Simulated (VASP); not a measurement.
C, 4 atoms in the cell. Symmetry: P6_3/mmc, No. 194, hexagonal system. The conventional cell has a = 2.250 Å, b = 2.250 Å, c = 7.225 Å, α = 90.00°, β = 90.00°, γ = 120.00°. C (site symmetry -6m2) has 3 C at 1.30 Å within 1.7 Å. Within 1.7 Å of C (site symmetry -6m2) lie 3 C at 1.30 Å.  This cell differs from its parent crystal: volume 7.919 Å^3 an atom, c/a of the conventional cell 3.2113.

* Program: VASP 6.6.1
* Task: single point
* Functional: PBEsol
* Dispersion: D3(BJ)
* Potentials or basis: VASP PAW PBE potentials, release 64 (C)
* Cutoff: 520 eV
* k mesh: 21 × 21 × 8
* Occupations: gaussian, width 0.15 eV
* Spin: no spin polarisation
* Dipole correction: no
* Further INCAR settings: ALGO = Normal; EDIFF = 1e-06; NBANDS = 16

Potentials or basis: VASP PAW PBE potentials, release 64 (C).

Launch:

```console
$ cat potpaw_PBE.64/C/POTCAR > POTCAR
$ mpirun -np 1 vasp_std > vasp.out
```

Hardware: 1 thread of AMD EPYC 9R45 96-Core Processor (Zen 5) (shared host).

How long does it take, and how much memory?

It took 71 s on 1 thread of AMD EPYC 9R45 96-Core Processor (Zen 5), on a shared host, peak memory 0.18 GiB. Counts: scf iterations 14, k points 240.
